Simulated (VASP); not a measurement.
Re: relaxation of cell and atoms with r2SCAN

Crystal: Re.

```
Re
1.0
     2.53000    0.00000    0.00000
     0.00000    2.53000    0.00000
     0.00000    0.00000    2.53000
Re
1
Direct
  0.00000 0.00000 0.00000
```

This isn't the form of Re at room conditions, which is hcp.

```
Program                : VASP 6.6.1
Task                   : relaxation of cell and atoms
Functional             : r2SCAN
Potentials or basis    : VASP PAW PBE potentials, release 64 (Re)
Cutoff                 : 600 eV
k mesh                 : 10 × 10 × 10
Occupations            : fermi-dirac, width 0.1 eV
Spin                   : no spin polarisation
Target pressure        : 20 GPa
Dipole correction      : no
Further INCAR settings : ALGO = Normal; EDIFF = 1e-06; IBRION = 2; EDIFFG = -0.03; NSW = 60; ISIF = 3
```

```yaml
Relaxed_volume: 15.76 Å³/atom
Relaxed_cell: a = 2.507 Å, b = 2.507 Å, c = 2.507 Å, α = 90.00°, β = 90.00°, γ = 90.00°
Space_group_after_relaxing_to_0.1_Å: Pm-3m (No. 221)
Energy_change_on_relaxing_the_run_minimises_the_enthalpy: +41.0 meV/atom
Ionic_steps: 4
Pressure_after_relaxing: 19.9 GPa
Band_gap_on_the_k_mesh: zero (an odd number of electrons rules out a gap without spin polarisation)
```

Step by step:
```tsv
step	energy change (eV)	largest force (eV/Å)	pressure (GPa)	volume (Å³)
1	0.0000	0.0000	10.52	16.19
2	0.5056	0.0000	71.84	14.05
3	0.0386	0.0000	19.48	15.78
4	0.0410	0.0000	19.92	15.76
```

Final structure:
```cif
data_structure
_symmetry_space_group_name_H-M 'P 1'
_symmetry_Int_Tables_number 1
_cell_length_a 2.5071
_cell_length_b 2.5071
_cell_length_c 2.5071
_cell_angle_alpha 90.000
_cell_angle_beta 90.000
_cell_angle_gamma 90.000
_cell_volume 15.76
loop_
_atom_site_label
_atom_site_type_symbol
_atom_site_fract_x
_atom_site_fract_y
_atom_site_fract_z
_atom_site_occupancy
Re1 Re 0.00000 0.00000 0.00000 1
```

Levels at points of the mesh, in eV from the Fermi level:
```tsv
k point	band 1	band 2	band 3	band 4	band 5	band 6	band 7
(0.00, 0.00, 0.00)	-10.16	-6.31	-6.31	4.14	4.14	4.14	16.97
(0.50, 0.00, 0.00)	-6.48	-5.22	-1.11	-0.09	-0.09	4.59	9.64
(0.50, 0.50, 0.00)	-7.35	-4.41	0.75	0.75	5.22	5.22	7.00
(0.50, 0.50, 0.50)	-5.56	-5.56	-5.56	7.31	7.31	8.46	13.22
```

Wall time 48 s on 1 thread of AMD EPYC 9R45 96-Core Processor (Zen 5), on a shared host, peak memory 0.11 GiB.

Caveat: the cell is relaxed towards a set pressure, so the run minimises the enthalpy, not the energy; the PAW data sets were made with another functional, which shifts forces and pressure a little; spin-orbit coupling is left out, which moves the levels of the heavy elements.
